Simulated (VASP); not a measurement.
Here is a VASP 6.6.1 calculation.

Contents of INCAR:

```
SYSTEM = MnZn
  PREC = Accurate
  ENCUT = 520
  EDIFF = 1E-6
  ISMEAR = 0
  SIGMA = 0.1
  LREAL = .False.
  LASPH = .True.
  NELM = 150
  ALGO = Normal
  ISIF = 2
  LWAVE = .False.
  LCHARG = .True.
  ISPIN = 2
  MAGMOM = 4.54 0.17
  LORBIT = 11
  NUPDOWN = 4.8
  LMAXMIX = 4
  GGA = CA
  LELF = .True.
  LVHAR = .True.
  NBANDS = 24
```

KPOINTS

```
regular mesh
0
Gamma
  7 7 7
  0 0 0
```

File POSCAR:

```
MnZn
1.0
    3.0700000000      0.0000000000      0.0000000000
    0.0000000000      3.0700000000      0.0000000000
    0.0000000000      0.0000000000      3.0700000000
Mn Zn
1 1
Direct
    0.0000000000      0.0000000000      0.0000000000
    0.5000000000      0.5000000000      0.5000000000
```

Potentials or basis: VASP PAW LDA potentials, release 64 (Mn_pv, Zn).

Run with:

```sh
$ cat potpaw_LDA.64/Mn_pv/POTCAR potpaw_LDA.64/Zn/POTCAR > POTCAR
$ mpirun -np 1 vasp_std > vasp.out
```

(1) Estimate the pressure.

Results:

(1) 2.3 GPa.

Caveat: the total moment is fixed, so each spin has its own Fermi level.
